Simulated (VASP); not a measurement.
**Co: single point with RPBE**

Co:

```
CELL_PARAMETERS angstrom
2.36550 0.00000 0.00000
0.00000 2.36550 0.00000
0.00000 0.00000 2.36550
ATOMIC_POSITIONS crystal
Co 0.00000 0.00000 0.00000
```

```
Program             : VASP 6.6.1
Task                : single point
Functional          : RPBE
Potentials or basis : VASP PAW PBE potentials, release 64 (Co)
Cutoff              : 520 eV
k mesh              : 22 × 22 × 22
Occupations         : fermi-dirac, width 0.05 eV
Spin                : collinear spin, ferromagnetic start
Starting moments    : [1.931] μB
```

| Property | Result |
| --- | --- |
| Pressure | -0.6 GPa |
| Net moment | 1.90 μB per cell |
| Site moments | Co +1.91 μB |
| Valence electrons inside the program's atomic spheres | Co 8.11 |

Levels at points of the mesh, in eV from the Fermi level:
Spin up:
```csv
k point,band 3,band 4,band 5,band 6,band 7,band 8
"(0.00, 0.00, 0.00)",-4.26,-1.31,-1.31,-1.31,18.44,18.44
"(0.50, 0.00, 0.00)",-2.34,-2.34,-1.32,-1.22,3.19,23.03
"(0.50, 0.50, 0.00)",-2.13,-2.13,-0.22,4.74,4.74,10.48
"(0.50, 0.50, 0.50)",-4.16,-0.17,-0.17,11.19,11.19,11.19
```
Spin down:
```csv
k point,band 1,band 2,band 3,band 4,band 5,band 6,band 7,band 8,band 9
"(0.00, 0.00, 0.00)",-7.95,-2.91,-2.91,1.14,1.14,1.14,18.79,18.79,18.79
"(0.50, 0.00, 0.00)",-3.53,-2.41,-1.35,-0.06,-0.06,1.25,4.38,22.79,25.29
"(0.50, 0.50, 0.00)",-3.48,-2.08,0.19,0.19,1.56,4.88,4.88,11.13,11.72
"(0.50, 0.50, 0.50)",-2.31,-2.31,-2.31,1.62,1.62,11.54,11.54,11.54,12.53
```

It took 75 s on 1 thread of Intel(R) Xeon(R) Platinum 8559C (Emerald Rapids), with other jobs on the host, peak memory 0.2 GiB.

Caveat: the PAW data sets were made with another functional, which shifts forces and pressure a little.
